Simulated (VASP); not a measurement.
# InP (Fm-3m) in VASP: further runs

The runs below take InP through single point, relaxation of cell and atoms, with PBE.

Everything below comes from runs of VASP 6.6.1. Logs are shortened: lines on timing, memory, paths and dates and some standing lists are left out, and cuts for length are marked.

## Step 1: The cell of the first run

Symmetry: Fm-3m, No. 225, cubic system. The conventional cell has a = 5.322 Å, b = 5.322 Å, c = 5.322 Å, α = 90.00°, β = 90.00°, γ = 90.00°. In (site symmetry m-3m) has 6 P at 2.66 Å within 3.5 Å. P (site symmetry m-3m) has 6 In at 2.66 Å within 3.5 Å.

## Step 2: Single point, PBE

File INCAR:

```
SYSTEM = InP
PREC = Accurate
ENCUT = 520
EDIFF = 1E-6
ISMEAR = -1
SIGMA = 0.15
LREAL = .False.
LASPH = .True.
NELM = 100
ALGO = Normal
ISIF = 2
LWAVE = .False.
LCHARG = .False.
GGA = PE
NBANDS = 16
```

File KPOINTS:

```
Automatic mesh
0
Gamma
  14 14 14
  0 0 0
```

File POSCAR:

```
InP
1.0
    0.0000000000      2.6611719550      2.6611719550
    2.6611719550      0.0000000000      2.6611719550
    2.6611719550      2.6611719550      0.0000000000
In P
1 1
Direct
    0.0000000000      0.0000000000      0.0000000000
    0.5000000000      0.5000000000      0.5000000000
```

Potentials or basis: VASP PAW PBE potentials, release 64 (In_d, P).

Launch:

```bash
$ cat potpaw_PBE.64/In_d/POTCAR potpaw_PBE.64/P/POTCAR > POTCAR
$ mpirun -np 1 vasp_std > vasp.out
```

OUTCAR:

```text
SYSTEM = InP
   PREC = Accurate
   ENCUT = 520
   EDIFF = 1E-6
   ISMEAR = -1
   LREAL = .False.
   LASPH = .True.
   NELM = 100
   ISIF = 2
   GGA = PE

 ion  position               nearest neighbor table
   1  0.000  0.000  0.000-   2 2.66   2 2.66   2 2.66   2 2.66   2 2.66   2 2.66
   2  0.500  0.500  0.500-   1 2.66   1 2.66   1 2.66   1 2.66   1 2.66   1 2.66

  LATTYP: Found a face centered cubic cell.
 ALAT       =     5.3223439100

  Lattice vectors:

 A1 = (   0.0000000000,   2.6611719550,   2.6611719550)
 A2 = (   2.6611719550,   0.0000000000,   2.6611719550)
 A3 = (   2.6611719550,   2.6611719550,   0.0000000000)

Analysis of symmetry for initial positions (statically):
=====================================================================
 Subroutine PRICEL returns:
 Original cell was already a primitive cell.

 Routine SETGRP: Setting up the symmetry group for a
 face centered cubic supercell.

 Subroutine GETGRP returns: Found 48 space group operations
[... 9 lines left out ...]

 Routine SETGRP: Setting up the symmetry group for a
 face centered cubic supercell.

 Subroutine GETGRP returns: Found 48 space group operations
[... 11 lines left out ...]
                                     Primitive cell

  volume of cell :      37.6920

  direct lattice vectors                    reciprocal lattice vectors
     0.000000000  2.661171955  2.661171955    -0.187887145  0.187887145  0.187887145
     2.661171955  0.000000000  2.661171955     0.187887145 -0.187887145  0.187887145
     2.661171955  2.661171955  0.000000000     0.187887145  0.187887145 -0.187887145

  length of vectors
     3.763465471  3.763465471  3.763465471     0.325430081  0.325430081  0.325430081

  position of ions in fractional coordinates (direct lattice)
     0.000000000  0.000000000  0.000000000
     0.500000000  0.500000000  0.500000000

  ion indices of the primitive-cell ions
   primitive index   ion index
                 1           1
                 2           2

----------------------------------------------------------------------------------------

 KPOINTS: Automatic mesh

Automatic generation of k-mesh.
 Grid dimensions read from file:
 generate k-points for:   14   14   14

 Generating k-lattice:

  Cartesian coordinates                     Fractional coordinates (reciprocal lattice)
    -0.013420510  0.013420510  0.013420510     0.071428571  0.000000000  0.000000000
     0.013420510 -0.013420510  0.013420510     0.000000000  0.071428571  0.000000000
     0.013420510  0.013420510 -0.013420510     0.000000000  0.000000000  0.071428571

  Length of vectors
     0.023245006  0.023245006  0.023245006

  Shift w.r.t. Gamma in fractional coordinates (k-lattice)
     0.000000000  0.000000000  0.000000000

 Subroutine IBZKPT returns following result:
 ===========================================

 Found    104 irreducible k-points:

 Following reciprocal coordinates:
            Coordinates               Weight
  0.000000  0.000000  0.000000      1.000000
  0.071429  0.000000  0.000000      8.000000
  0.142857  0.000000  0.000000      8.000000
  0.214286  0.000000  0.000000      8.000000
  0.285714  0.000000  0.000000      8.000000
  0.357143  0.000000  0.000000      8.000000
[... 16 lines left out ...]
  0.214286  0.142857  0.000000     24.000000
  0.285714  0.142857  0.000000     24.000000
 [... further k-points ...]
   k-points           NKPTS =    104   k-points in BZ     NKDIM =    104   number of bands    NBANDS=     16
   number of dos      NEDOS =    301   number of ions     NIONS =      2
   total plane-waves  NPLWV =  21952
   dimension x,y,z NGX =    28 NGY =   28 NGZ =   28
   dimension x,y,z NGXF=    56 NGYF=   56 NGZF=   56
   ions per type =               1   1
   NGX,Y,Z   is equivalent  to a cutoff of  12.37, 12.37, 12.37 a.u.
   NGXF,Y,Z  is equivalent  to a cutoff of  24.74, 24.74, 24.74 a.u.
 SYSTEM =  InP
   PREC   = accura    normal or accurate (medium, high low for compatibility)
   ISTART =      0    job   : 0-new  1-cont  2-samecut
   ICHARG =      2    charge: 1-file 2-atom 10-const
   ISPIN  =      1    spin polarized calculation?
   LNONCOLLINEAR =      F non collinear calculations
   LSORBIT =      F    spin-orbit coupling
   LASPH  =      T    aspherical Exc in radial PAW
   ENCUT  =  520.0 eV  38.22 Ry    6.18 a.u.   7.00  7.00  7.00*2*pi/ulx,y,z
   NELM   =    100;   NELMIN=  2; NELMDL= -5     # of ELM steps
   EDIFF  = 0.1E-05   stopping-criterion for ELM
   LREAL  =      F    real-space projection
   EDIFFG = 0.1E-04   stopping-criterion for IOM
   NSW    =      0    number of steps for IOM
   IBRION =     -1    ionic relax: 0-MD 1-quasi-New 2-CG
   NFREE  =      0    steps in history (QN), initial steepest desc. (CG)
   ISIF   =      2    stress and relaxation
   ISYM   =      2    0-nonsym 1-usesym 2-fastsym
   POTIM  = 0.5000    time-step for ionic-motion
   TEBEG  =    0.0;   TEEND  =   0.0 temperature during run
   PSTRESS=    0.0 pullay stress
   NELECT =      18.0000    total number of electrons
   NUPDOWN=      -1.0000    fix difference up-down
   EMIN   =  10.00;   EMAX   =-10.00  energy-range for DOS
   EFERMI =   0.00;   METHOD = LEGACY
   ISMEAR =    -1;   SIGMA  =   0.15  broadening in eV -4-tet -1-fermi 0-gaus
   EFERMI_NEDOS =   21; number of points for ismear=-14 and -15
   IALGO  =     38    algorithm
   IMIX   =      4    mixing-type and parameters
     AMIX     =   0.40;   BMIX     =  1.00
     AMIX_MAG =   1.60;   BMIX_MAG =  1.00
  volume/ion in A,a.u.               =      18.85       127.18
  Fermi-wavevector in a.u.,A,eV,Ry     =   1.279625  2.418141 22.278727  1.637440
  Thomas-Fermi vector in A             =   2.412100
   LORBIT       =      0    0 simple, 1 ext, 2 COOP (PROOUT), +10 PAW based schemes
   GGA     = PE    functional components
   LHFCALC =     F    Hartree Fock is set to
   AEXX    =    0.0000 exact exchange contribution
   IVDW    =     0    specifies the selected vdW correction
   LEPSILON=     F    determine dielectric tensor
   LRPA    =     F    only Hartree local field effects (RPA)
 non-spin polarized calculation
  energy-cutoff  :      520.00
  volume of cell :       37.69
 maximum number of plane-waves:      1028
   NGX = 13   NGY = 13   NGZ = 13

 number of electron      17.9999992 magnetization

 Free energy of the ion-electron system (eV)
  ---------------------------------------------------
  ext. energy  EPLUGINS =         0.00000000
  ---------------------------------------------------
  free energy    TOTEN  =        -7.79048336 eV

  energy without entropy =       -7.72839463  energy(sigma->0) =       -7.75943899

 E-fermi :   8.6228     XC(G=0): -10.9568

 val. band max:        8.5946508122   @ k =   0.3571   0.0000   0.0000
 cond. band min:       8.6431205230   @ k =   0.5000   0.3571   0.0714
 fundamental gap:      0.0484697108
 Fermi energy:         8.6227996109

 k-point     1 :       0.0000    0.0000    0.0000
  band No.  band energies     occupation
      1      -5.8012      2.00000
      2      -5.8012      2.00000
      3      -5.7726      2.00000
      4      -5.7726      2.00000
      5      -5.7726      2.00000
      6      -4.3767      2.00000
[... 8 lines left out ...]
     15      17.8234      0.00000
     16      17.8234      0.00000

 k-point     2 :       0.0714    0.0000    0.0000
  band No.  band energies     occupation
      1      -5.8047      2.00000
      2      -5.8047      2.00000
      3      -5.7731      2.00000
      4      -5.7678      2.00000
      5      -5.7678      2.00000
      6      -4.3041      2.00000
[... 8 lines left out ...]
     15      17.0158      0.00000
     16      17.7075      0.00000

 k-point     3 :       0.1429    0.0000    0.0000
  band No.  band energies     occupation
      1      -5.8169      2.00000
      2      -5.8169      2.00000
      3      -5.7755      2.00000
      4      -5.7521      2.00000
      5      -5.7521      2.00000
      6      -4.0874      2.00000
[... 8 lines left out ...]
     15      16.6659      0.00000
     16      17.4388      0.00000

 k-point     4 :       0.2143    0.0000    0.0000
  band No.  band energies     occupation
      1      -5.8362      2.00000
      2      -5.8362      2.00000
      3      -5.7805      2.00000
      4      -5.7275      2.00000
      5      -5.7275      2.00000
      6      -3.7318      2.00000
[... 8 lines left out ...]
     15      17.1234      0.00000
     16      17.3302      0.00000

 k-point     5 :       0.2857    0.0000    0.0000
  band No.  band energies     occupation
      1      -5.8580      2.00000
      2      -5.8580      2.00000
      3      -5.7876      2.00000
      4      -5.6995      2.00000
      5      -5.6995      2.00000
      6      -3.2531      2.00000
[... 8 lines left out ...]
     15      17.8730      0.00000
     16      17.8730      0.00000

 k-point     6 :       0.3571    0.0000    0.0000
  band No.  band energies     occupation
      1      -5.8777      2.00000
      2      -5.8777      2.00000
      3      -5.7949      2.00000
      4      -5.6739      2.00000
      5      -5.6739      2.00000
      6      -2.6913      2.00000
[... 8 lines left out ...]
     15      18.7724      0.00000
     16      18.7724      0.00000
[... 267 lines left out ...]
 k-point    21 :      -0.0714    0.0714    0.0000
  band No.  band energies     occupation
      1      -5.8156      2.00000
      2      -5.8071      2.00000
      3      -5.7751      2.00000
      4      -5.7632      2.00000
      5      -5.7556      2.00000
      6      -4.1819      2.00000
[... 8 lines left out ...]
     15      17.2832      0.00000
     16      18.1359      0.00000

 k-point    22 :       0.1429    0.1429    0.0000
  band No.  band energies     occupation
      1      -5.8622      2.00000
      2      -5.7885      2.00000
      3      -5.7882      2.00000
      4      -5.7438      2.00000
      5      -5.7438      2.00000
      6      -3.9707      2.00000
[... 8 lines left out ...]
     15      19.1536      0.00000
     16      19.2452      0.00000

 k-point    23 :       0.2143    0.1429    0.0000
  band No.  band energies     occupation
      1      -5.8979      2.00000
      2      -5.7937      2.00000
      3      -5.7908      2.00000
      4      -5.7299      2.00000
      5      -5.7227      2.00000
      6      -3.6900      2.00000
[... 8 lines left out ...]
     15      18.7499      0.00000
     16      19.3611      0.00000

 k-point    24 :       0.2857    0.1429    0.0000
  band No.  band energies     occupation
      1      -5.9303      2.00000
      2      -5.8056      2.00000
      3      -5.7941      2.00000
      4      -5.7169      2.00000
      5      -5.6943      2.00000
      6      -3.2763      2.00000
[... 8 lines left out ...]
     15      19.0184      0.00000
     16      19.3551      0.00000

 [... further k-points ...]

------------------------ aborting loop because EDIFF is reached ----------------------------------------

  FORCE on cell =-STRESS in cart. coord.  units (eV):
  Direction    XX          YY          ZZ          XY          YZ          ZX
  --------------------------------------------------------------------------------------
  -------------------------------------------------------------------------------------
  Total        2.8100057      2.8100057      2.8100057      0.0000000      0.0000000     -0.0000000
  in kB      119.4452746    119.4452746    119.4452746      0.0000000      0.0000000     -0.0000000
  external PRESSURE =     119.4452746 kB  Pullay stress =       0.0000000 kB

 VOLUME and BASIS-vectors are now :
 -----------------------------------------------------------------------------
  energy-cutoff  :      520.00
  volume of cell :       37.69
      direct lattice vectors                 reciprocal lattice vectors
     0.000000000  2.661171955  2.661171955    -0.187887145  0.187887145  0.187887145
     2.661171955  0.000000000  2.661171955     0.187887145 -0.187887145  0.187887145
     2.661171955  2.661171955  0.000000000     0.187887145  0.187887145 -0.187887145

 POSITION                                       TOTAL-FORCE (eV/Angst)
 -----------------------------------------------------------------------------------
      0.00000      0.00000      0.00000         0.000000      0.000000      0.000000
      2.66117      2.66117      2.66117        -0.000000      0.000000     -0.000000
 -----------------------------------------------------------------------------------
    total drift:                               -0.000000      0.000000      0.000000

  FREE ENERGIE OF THE ION-ELECTRON SYSTEM (eV)
  ---------------------------------------------------
  free  energy   TOTEN  =        -7.7904833581 eV

  energy  without entropy=       -7.7283946308  energy(sigma->0) =       -7.75943899
```

Run time: 26 s. Hardware: 1 thread of Intel Xeon 6975P-C (Granite Rapids), shared host; peak memory 0.19 GiB.

Results:

```
Free energy            : -7.7905 eV
Pressure               : 11.9 GPa
Band gap on the k mesh : zero (band 9 reaches 8.93 eV, above the bottom of band 10 at 6.23 eV)
```

Caveat: spin-orbit coupling is left out, which moves the levels of the heavy elements.

## Step 3: Relaxation of cell and atoms, PBE, target pressure 12 GPa, at which the enthalpy is minimised

This run uses another cell than the first one, of 21.30 Å³/atom, 1.130 times its volume.

File INCAR:

```
SYSTEM = InP
PREC = Accurate
ENCUT = 600
EDIFF = 1E-6
ISMEAR = -1
SIGMA = 0.15
LREAL = .FALSE.
LASPH = .TRUE.
NELM = 80
ALGO = Normal
ISIF = 3
LWAVE = .FALSE.
LCHARG = .FALSE.
GGA = PE
IBRION = 2
NSW = 80
EDIFFG = -0.001
PSTRESS = 120.0
```

File KPOINTS:

```
regular mesh
0
G
  14 14 14
  0 0 0
```

File POSCAR:

```
InP
1.0
    0.0000000000      2.7719816234      2.7719816234
    2.7719816234      0.0000000000      2.7719816234
    2.7719816234      2.7719816234      0.0000000000
In P
1 1
Direct
    0.0000000000      0.0000000000      0.0000000000
    0.5000000000      0.5000000000      0.5000000000
```

Potentials or basis: VASP PAW PBE potentials, release 64 (In_d, P).

Launch:

```bash
$ cat potpaw_PBE.64/In_d/POTCAR potpaw_PBE.64/P/POTCAR > POTCAR
$ mpirun -np 1 vasp_std > vasp.out
```

It took 2.5 min on 1 thread of Intel Xeon 6975P-C (Granite Rapids), shared host; peak memory 0.23 GiB.

It converged, with:

* Free energy: -7.7911 eV
* Relaxed volume: 18.85 Å³/atom
* Relaxed cell: a = 3.763 Å, b = 3.763 Å, c = 3.763 Å, α = 60.00°, β = 60.00°, γ = 60.00°
* Space group after relaxing (to 0.05 Å): Fm-3m (No. 225)
* Energy change on relaxing (the enthalpy is what falls): +81.7 meV/atom
* Ionic steps: 7
* Pressure after relaxing: 12.0 GPa
* Band gap on the k mesh: zero (band 9 reaches 8.93 eV, above the bottom of band 10 at 6.23 eV)

Step by step:
```tsv
step	energy change (eV)	largest force (eV/Å)	pressure (GPa)	volume (Å³)
1	0.0000	0.0000	-0.01	42.60
2	0.7048	0.0000	31.20	33.49
3	0.1561	0.0000	11.67	37.79
4	0.1629	0.0000	11.98	37.70
5	0.1700	0.0000	12.30	37.61
6	0.1572	0.0000	11.75	37.78
7	0.1635	0.0000	12.01	37.69
```

Final structure:
```cif
data_structure
_symmetry_space_group_name_H-M 'P 1'
_symmetry_Int_Tables_number 1
_cell_length_a 3.7635
_cell_length_b 3.7635
_cell_length_c 3.7635
_cell_angle_alpha 60.000
_cell_angle_beta 60.000
_cell_angle_gamma 60.000
_cell_volume 37.69
loop_
_atom_site_label
_atom_site_type_symbol
_atom_site_fract_x
_atom_site_fract_y
_atom_site_fract_z
_atom_site_occupancy
In1 In 0.00000 0.00000 0.00000 1
P1 P 0.50000 0.50000 0.50000 1
```

Levels at points of the mesh, in eV from the Fermi level:
| k point | band 6 | band 7 | band 8 | band 9 | band 10 | band 11 | band 12 | band 13 |
| --- | --- | --- | --- | --- | --- | --- | --- | --- |
| (0.00, 0.00, 0.00) | -13.00 | -0.42 | -0.42 | -0.42 | 1.52 | 7.08 | 7.08 | 7.08 |
| (0.50, 0.00, 0.00) | -10.52 | -7.33 | 0.15 | 0.15 | 2.51 | 3.33 | 3.33 | 6.13 |
| (0.50, 0.50, 0.00) | -8.99 | -5.77 | -2.79 | -2.79 | -2.40 | 3.55 | 10.89 | 10.89 |

Caveat: the cell is relaxed towards a set pressure, so the enthalpy falls and the energy may rise; spin-orbit coupling is left out, which moves the levels of the heavy elements.
